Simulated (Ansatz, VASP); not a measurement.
TeW: VASP beside Ansatz

INCAR

```
SYSTEM = TeW
PREC = Accurate
ENCUT = 500
EDIFF = 1E-7
ISMEAR = 0
SIGMA = 0.1
LREAL = .False.
LASPH = .True.
NELM = 120
ALGO = Normal
ISIF = 3
LWAVE = .False.
LCHARG = .False.
GGA = PE
IBRION = 2
NSW = 90
EDIFFG = -0.04
GGA_COMPAT = .False.
NELMIN = 4
```

File KPOINTS:

```
regular mesh
0
Gamma
  6 6 6
  0 0 0
```

File POSCAR:

```
TeW
1.0
    3.3359868551      0.0000000000      0.0000000000
    0.0000000000      3.3359868551      0.0000000000
    0.0000000000      0.0000000000      3.3359868551
Te W
1 1
Direct
    0.5000000000      0.5000000000      0.5000000000
    0.0000000000      0.0000000000      0.0000000000
```

Input for Ansatz:

```yaml
crystal:
  lattice:
    - [3.3359868551, 0.0, 0.0]
    - [0.0, 3.3359868551, 0.0]
    - [0.0, 0.0, 3.3359868551]
  atoms:
    - { symbol: Te, position: [0.5, 0.5, 0.5] }
    - { symbol: W, position: [0.0, 0.0, 0.0] }
basis:
  ecutwfc: 420
kpoints:
  mp_grid: { grid: [6, 6, 6] }
hamiltonian:
  xc: pbe
scf:
  occupations: { method: gaussian, width: 0.1 }
  lower_state_search: "off"
output:
  forces: true
  stress: true
  eigenvalues: true
relax:
  adjacent_minimum: "off"
  f_tol: 0.04
  max_steps: 70
  cell: { stress_tol: 0.4 }
```

Alike in both runs: task relaxation of cell and atoms; functional PBE; k mesh 6 × 6 × 6; occupations gaussian, width 0.1 eV; no spin polarisation.

```csv
,VASP,Ansatz
version,VASP 6.6.1,Ansatz 0.2.0
potentials or method,"VASP PAW PBE potentials, release 64 (Te, W_sv), cutoff 500 eV","scalar-relativistic, plane waves, PAW"
valence electrons in the cell,20,30
```

```tsv
	VASP	Ansatz	Ansatz less VASP
gap on the k mesh at the Fermi level, each at its own relaxed structure (eV)	none	none	-
relaxed volume (Å³/atom)	18.60	18.56	-0.041
relaxed cell length with the largest relative difference (Å)	3.338	3.336	-0.0025
```

A gap of «none» marks a metal or a gap that the smearing closes. VASP's potentials hold 20 valence electrons a cell and Ansatz's 30, so a difference there can come from the potentials and not from the codes.

Neither program's run includes spin-orbit coupling.
